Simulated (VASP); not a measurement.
Runs of VASP 6.6.1 on WC (de600). The structure is that of space group P-6m2 (No. 187), or close to it. The cells are those of the table. 

```csv
potentials or basis,cell,k mesh,cutoff (eV),smearing,second run,gap on the mesh (eV),pressure (GPa)
"VASP PAW LDA potentials, release 64 (W_sv, C)","a = 2.884, b = 2.884, c = 2.812 Å, angles 90.0, 90.0, 120.0°, 2 atoms",15 × 15 × 12,520,gaussian 0.1 eV,-,none,2.6
"VASP PAW LDA potentials, release 64 (W_sv, C_h)","a = 2.884, b = 2.884, c = 2.812 Å, angles 90.0, 90.0, 120.0°, 2 atoms",15 × 15 × 12,910,gaussian 0.1 eV,hard_potentials,none,2.5
"VASP PAW LDA potentials, release 64 (W_sv, C_h)","a = 2.885, b = 2.885, c = 2.811 Å, angles 90.0, 90.0, 120.0°, 2 atoms",15 × 15 × 12,910,fermi-dirac 0.15 eV,hard_potentials,none,2.5
"VASP PAW LDA potentials, release 64 (W_sv, C_h)","a = 2.882, b = 2.882, c = 2.824 Å, angles 90.0, 90.0, 120.0°, 2 atoms",9 × 9 × 6,910,gaussian 0.1 eV,hard_potentials,none,1.2
"VASP PAW LDA potentials, release 64 (W_sv, C)","a = 2.885, b = 2.885, c = 2.811 Å, angles 90.0, 90.0, 120.0°, 2 atoms",15 × 15 × 12,520,fermi-dirac 0.15 eV,-,none,2.6
"VASP PAW LDA potentials, release 64 (W_sv, C)","a = 2.882, b = 2.882, c = 2.824 Å, angles 90.0, 90.0, 120.0°, 2 atoms",9 × 9 × 6,520,gaussian 0.1 eV,-,none,(a)
```

Alike in all rows: task single point; level LDA; no spin polarisation.

Q: Fill in the values left out.

A: (a) 1.4.

Caveats: some runs use coarse meshes; spin-orbit coupling is left out, which moves the levels of the heavy elements; the cutoff is under 1.25 times the usual one of these potentials, so pressure, stress and relaxed cells hold a basis-set (Pulay) error (some runs).

A k mesh can miss the band edges, and the runs leave out spin-orbit coupling on W.

A gap of «none» marks levels without a gap at the run's occupations.
